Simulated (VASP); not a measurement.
Input of a VASP 6.6.1 run:

INCAR

```
SYSTEM = Se
ALGO = Normal
EDIFF = 1E-7
ENCUT = 520
GGA = PS
ISIF = 2
ISMEAR = -1
LASPH = .TRUE.
LCHARG = .FALSE.
LREAL = .FALSE.
LWAVE = .FALSE.
NBANDS = 20
NELM = 100
PREC = Accurate
SIGMA = 0.1
```

Contents of KPOINTS:

```
k-points
0
G
  11 11 5
  0 0 0
```

File POSCAR:

```
Se
1.0
    3.6468965232      0.0000000000      0.0000000000
   -1.8234482616      3.1583050341      0.0000000000
    0.0000000000      0.0000000000      7.1521180075
Se
4
Direct
    1.0000000000      0.0000000000      0.0000000000
    1.0000000000      0.0000000000      0.5000000000
    0.3333333333      0.6666666667      0.2500000000
    0.6666666667      0.3333333333      0.7500000000
```

Potentials or basis: VASP PAW PBE potentials, release 64 (Se).

Launch:

```bash
$ cat potpaw_PBE.64/Se/POTCAR > POTCAR
$ mpirun -np 1 vasp_std > vasp.out
```

(1) What does it give for the band gap on the k mesh?

(2) What does it give for the pressure?

Results:

(1) zero (band 12 reaches 6.21 eV, above the bottom of band 13 at 3.96 eV).

(2) 3.8 GPa.

Caveat: the PAW data sets were made with another functional, which shifts forces and pressure a little.
